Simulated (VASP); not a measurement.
Input of a VASP 6.6.1 run:

POSCAR

```
C
1.0
   -1.1822764843      1.1822764843      1.1822764843
    1.1822764843     -1.1822764843      1.1822764843
    1.1822764843      1.1822764843     -1.1822764843
C
1
Direct
    0.0000000000      0.0000000000      0.0000000000
```

The input INCAR.step1:

```
PREC = Accurate ; ENCUT = 600
ISMEAR = 0 ; SIGMA = 0.1
LREAL = F ; LASPH = T
NELM = 60 ; GGA = PE
ALGO = Normal ; EDIFF = 1E-4
LWAVE = T ; LCHARG = F
```

The input INCAR.step2:

```
PREC = Accurate ; ENCUT = 600
EDIFF = 1E-7 ; ISMEAR = 0
SIGMA = 0.1 ; LREAL = F
LASPH = T ; NELM = 60
ALGO = Normal ; ISIF = 3
LWAVE = F ; LCHARG = F
METAGGA = R2SCAN ; LMIXTAU = T
IBRION = 2 ; NSW = 100
EDIFFG = -0.01 ; ISTART = 1
```

KPOINTS

```
Automatic mesh
0
Gamma
  32 32 32
```

Potentials or basis: VASP PAW PBE potentials, release 64 (C).

Run with:

```bash
$ cat potpaw_PBE.64/C/POTCAR > POTCAR
$ cp INCAR.step1 INCAR
$ mpirun -np 1 vasp_std > vasp.out
$ cp INCAR.step2 INCAR
$ mpirun -np 1 vasp_std > vasp.out
```

Q: Estimate the space group after relaxing (to 0.1 Å).

A: Im-3m (No. 229).

Q: Predict the band gap on the k mesh.

A: Zero (bands 2 and 3 overlap by 14.77 eV).

Final structure:
```
C
1.0
    -1.19316    1.19316    1.19316
     1.19316   -1.19316    1.19316
     1.19316    1.19316   -1.19316
C
1
Direct
  0.00000 0.00000 0.00000
```
